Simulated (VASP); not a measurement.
# ZnS (P1) in VASP: single point with LDA

Aim: the single point of ZnS with LDA.

Program: VASP 6.6.1. These are calculated values, not measurements. Logs are shortened: lines on timing, memory, paths and dates and some standing lists are left out, and cuts for length are marked.

**1. The cell of the first run**

The typed cell holds 6 atoms: a = 3.825 Å, b = 3.825 Å, c = 9.439 Å, α = 86.52°, β = 83.02°, γ = 60.00°.

**2. Single point, LDA**

Contents of INCAR:

```
SYSTEM = ZnS
PREC = Accurate
ENCUT = 520
EDIFF = 1E-6
ISMEAR = 0
SIGMA = 0.05
LREAL = .FALSE.
LASPH = .TRUE.
NELM = 80
ALGO = Normal
ISIF = 2
LWAVE = .FALSE.
LCHARG = .FALSE.
NBANDS = 36
```

Contents of KPOINTS:

```
Automatic mesh
0
G
  8 8 3
  0 0 0
```

Contents of POSCAR:

```
ZnS
1.0
    2.7046500000     -2.7046500000      0.0000000000
    2.7046500000      0.0000000000     -2.7046500000
    6.2206950000      4.5979050000      5.4093000000
Zn S
3 3
Direct
    0.6291566667      0.6666666667      0.1250333333
   -0.2375100000      0.0000000000      0.7917000000
    0.1958233333      0.3333333333      0.4583666667
    0.4041566667      0.6666666667      0.8750333333
    0.8374900000      1.0000000000      0.5417000000
    0.2708233333      0.3333333333      0.2083666667
```

Potentials or basis: VASP PAW LDA potentials, release 64 (Zn, S).

Command:

```
$ cat potpaw_LDA.64/Zn/POTCAR potpaw_LDA.64/S/POTCAR > POTCAR
$ mpirun -np 1 vasp_std > vasp.out
```

OUTCAR:

```text
SYSTEM = ZnS
   PREC = Accurate
   ENCUT = 520
   EDIFF = 1E-6
   ISMEAR = 0
   LREAL = .FALSE.
   LASPH = .TRUE.
   NELM = 80
   ISIF = 2

 ion  position               nearest neighbor table
   1  0.629  0.667  0.125-   6 2.34   6 2.34   6 2.34   4 2.61
   2  0.762  0.000  0.792-   4 2.34   4 2.34   5 2.34   4 2.34
   3  0.196  0.333  0.458-   5 2.34   5 2.34   5 2.34   6 2.34
   4  0.404  0.667  0.875-   2 2.34   2 2.34   2 2.34   1 2.61
   5  0.837  0.000  0.542-   3 2.34   3 2.34   3 2.34   2 2.34
   6  0.271  0.333  0.208-   1 2.34   3 2.34   1 2.34   1 2.34

  LATTYP: Found a base centered monoclinic cell.
 ALAT       =     3.8249527115
 B/A-ratio  =     1.7320508076
 C/A-ratio  =     2.4677925359
 COS(beta)  =    -0.1215661348

  Lattice vectors:

 A1 = (   0.0000000000,   2.7046500000,  -2.7046500000)
 A2 = (  -2.7046500000,   0.0000000000,   2.7046500000)
 A3 = (   6.2206950000,   4.5979050000,   5.4093000000)

Analysis of symmetry for initial positions (statically):
=====================================================================
 Subroutine PRICEL returns:
 Original cell was already a primitive cell.

 Routine SETGRP: Setting up the symmetry group for a
 base centered monoclinic supercell.

 Subroutine GETGRP returns: Found  1 space group operations
 (whereof  1 operations were pure point group operations)
 out of a pool of  4 trial point group operations.

The static configuration has the point symmetry C_1 .

Analysis of symmetry for dynamics (positions and initial velocities):
=====================================================================
 Subroutine PRICEL returns:
 Original cell was already a primitive cell.

 Routine SETGRP: Setting up the symmetry group for a
 base centered monoclinic supercell.

 Subroutine GETGRP returns: Found  1 space group operations
 (whereof  1 operations were pure point group operations)
 out of a pool of  4 trial point group operations.

The dynamic configuration has the point symmetry C_1 .

 Subroutine INISYM returns: Found  1 space group operations
 (whereof  1 operations are pure point group operations),
 and found     1 'primitive' translations

----------------------------------------------------------------------------------------

                                     Primitive cell

  volume of cell :     118.7092

  direct lattice vectors                    reciprocal lattice vectors
     2.704650000 -2.704650000  0.000000000     0.104757855 -0.264975752  0.104757855
[... 93 lines left out ...]
   NELM   =     80;   NELMIN=  2; NELMDL= -5     # of ELM steps
   EDIFF  = 0.1E-05   stopping-criterion for ELM
   LREAL  =      F    real-space projection
   EDIFFG = 0.1E-04   stopping-criterion for IOM
   NSW    =      0    number of steps for IOM
   IBRION =     -1    ionic relax: 0-MD 1-quasi-New 2-CG
   NFREE  =      0    steps in history (QN), initial steepest desc. (CG)
   ISIF   =      2    stress and relaxation
   ISYM   =      2    0-nonsym 1-usesym 2-fastsym
   POTIM  = 0.5000    time-step for ionic-motion
   TEBEG  =    0.0;   TEEND  =   0.0 temperature during run
   PSTRESS=    0.0 pullay stress
   NELECT =      54.0000    total number of electrons
   NUPDOWN=      -1.0000    fix difference up-down
   EMIN   =  10.00;   EMAX   =-10.00  energy-range for DOS
   EFERMI =   0.00;   METHOD = LEGACY
   ISMEAR =     0;   SIGMA  =   0.05  broadening in eV -4-tet -1-fermi 0-gaus
   EFERMI_NEDOS =   21; number of points for ismear=-14 and -15
   IALGO  =     38    algorithm
   IMIX   =      4    mixing-type and parameters
     AMIX     =   0.40;   BMIX     =  1.00
     AMIX_MAG =   1.60;   BMIX_MAG =  1.00
  volume/ion in A,a.u.               =      19.78       133.51
  Fermi-wavevector in a.u.,A,eV,Ry     =   1.259055  2.379268 21.568210  1.585219
  Thomas-Fermi vector in A             =   2.392634
   LORBIT       =      0    0 simple, 1 ext, 2 COOP (PROOUT), +10 PAW based schemes
   GGA     = CA    functional components
   LHFCALC =     F    Hartree Fock is set to
   AEXX    =    0.0000 exact exchange contribution
   IVDW    =     0    specifies the selected vdW correction
   LEPSILON=     F    determine dielectric tensor
   LRPA    =     F    only Hartree local field effects (RPA)
 non-spin polarized calculation
 Gauss-broadening in eV      SIGMA  =   0.05
  energy-cutoff  :      520.00
  volume of cell :      118.71
 maximum number of plane-waves:      3218
   NGX = 15   NGY = 15   NGZ = 35

 number of electron      53.9999995 magnetization

 Free energy of the ion-electron system (eV)
  ---------------------------------------------------
  ext. energy  EPLUGINS =         0.00000000
  ---------------------------------------------------
  free energy    TOTEN  =       -24.06609221 eV

  energy without entropy =      -24.06609221  energy(sigma->0) =      -24.06609221

 E-fermi :   2.3410     XC(G=0): -10.0502

 val. band max:        2.1235672253   @ k =   0.0000   0.0000   0.0000
 cond. band min:       3.5300755716   @ k =   0.0000   0.0000   0.0000
 fundamental gap:      1.4065083464
 Fermi energy:         2.3409858460

 k-point     1 :       0.0000    0.0000    0.0000
  band No.  band energies     occupation
      1     -11.1917      2.00000
      2     -10.5633      2.00000
      3     -10.2799      2.00000
      4      -4.7291      2.00000
      5      -4.7206      2.00000
      6      -4.6493      2.00000
[... 925 lines left out ...]
     35       9.6419      0.00000
     36      10.5864      0.00000

 [... further k-points ...]
[... 5 lines left out ...]
  --------------------------------------------------------------------------------------
  -------------------------------------------------------------------------------------
  Total       -5.6425692     -2.8035386     -2.9012434      0.3520263      1.2736471     -0.8683297
  in kB      -76.1558038    -37.8383900    -39.1570778      4.7511774     17.1899749    -11.7195453
  external PRESSURE =     -51.0504239 kB  Pullay stress =       0.0000000 kB

 VOLUME and BASIS-vectors are now :
 -----------------------------------------------------------------------------
  energy-cutoff  :      520.00
  volume of cell :      118.71
      direct lattice vectors                 reciprocal lattice vectors
     2.704650000 -2.704650000  0.000000000     0.104757855 -0.264975752  0.104757855
     2.704650000  0.000000000 -2.704650000     0.123244536  0.123244536 -0.246489071
     6.220695000  4.597905000  5.409300000     0.061622268  0.061622268  0.061622268

 POSITION                                       TOTAL-FORCE (eV/Angst)
 -----------------------------------------------------------------------------------
      4.28254     -1.12676     -1.12676        -0.365526      0.235211     -0.113958
      6.98719      1.57789      4.28254        -0.036169      0.101605     -0.093613
      4.28254      1.57789      1.57789         0.038470      0.097861      0.100400
      8.33952      2.93022      2.93022         0.671191     -0.349839      0.136960
      5.63487      0.22557      2.93022        -0.059629     -0.114631     -0.071839
      2.93022      0.22557      0.22557        -0.248336      0.029793      0.042050
 -----------------------------------------------------------------------------------
    total drift:                                0.001875     -0.000505     -0.000638

  FREE ENERGIE OF THE ION-ELECTRON SYSTEM (eV)
  ---------------------------------------------------
  free  energy   TOTEN  =       -24.0660922115 eV

  energy  without entropy=      -24.0660922115  energy(sigma->0) =      -24.06609221
```

OSZICAR:

```text
N       E                     dE             d eps       ncg     rms          rms(c)
DAV:   1     0.409349451999E+03    0.40935E+03   -0.25132E+04  7056   0.181E+03
DAV:   2     0.248393187898E+02   -0.38451E+03   -0.36969E+03  7108   0.401E+02
DAV:   3    -0.235588014643E+02   -0.48398E+02   -0.47719E+02  7928   0.137E+02
DAV:   4    -0.254000859676E+02   -0.18413E+01   -0.18345E+01  8596   0.266E+01
DAV:   5    -0.254285271067E+02   -0.28441E-01   -0.28426E-01  8432   0.334E+00    0.117E+01
DAV:   6    -0.241011896951E+02    0.13273E+01   -0.27784E+00 10252   0.410E+01    0.898E+00
DAV:   7    -0.241021429663E+02   -0.95327E-03   -0.23778E+00  7892   0.769E+00    0.336E+00
DAV:   8    -0.240667678676E+02    0.35375E-01   -0.14184E-01  9244   0.360E+00    0.838E-01
DAV:   9    -0.240658226091E+02    0.94526E-03   -0.27644E-02  9448   0.221E+00    0.292E-01
DAV:  10    -0.240660739844E+02   -0.25138E-03   -0.28611E-03  8428   0.803E-01    0.156E-01
DAV:  11    -0.240660945274E+02   -0.20543E-04   -0.30779E-04  8820   0.440E-01    0.623E-02
DAV:  12    -0.240660924182E+02    0.21092E-05   -0.10452E-04  8708   0.121E-01    0.244E-02
DAV:  13    -0.240660913897E+02    0.10285E-05   -0.17618E-05 10388   0.859E-02    0.175E-02
DAV:  14    -0.240660922115E+02   -0.82182E-06   -0.82506E-06  7860   0.349E-02
   1 F= -.24066092E+02 E0= -.24066092E+02  d E =-.902204E-12
```

Wall time 6.7 min (1 thread of Intel Xeon 8259CL, shared host); peak memory 0.41 GiB.

What came out:

- Free energy: -24.0661 eV
- Pressure: -5.1 GPa
- Largest force: 0.769 eV/Å
- Band gap on the k mesh: 1.41 eV

Forces in eV/Å, atoms in the order of the input:
```
Zn  -0.366  0.235 -0.114
Zn  -0.036  0.102 -0.094
Zn   0.038  0.098  0.100
S    0.671 -0.350  0.137
S   -0.060 -0.115 -0.072
S   -0.248  0.030  0.042
```

Caveat: the cell stands under tension.
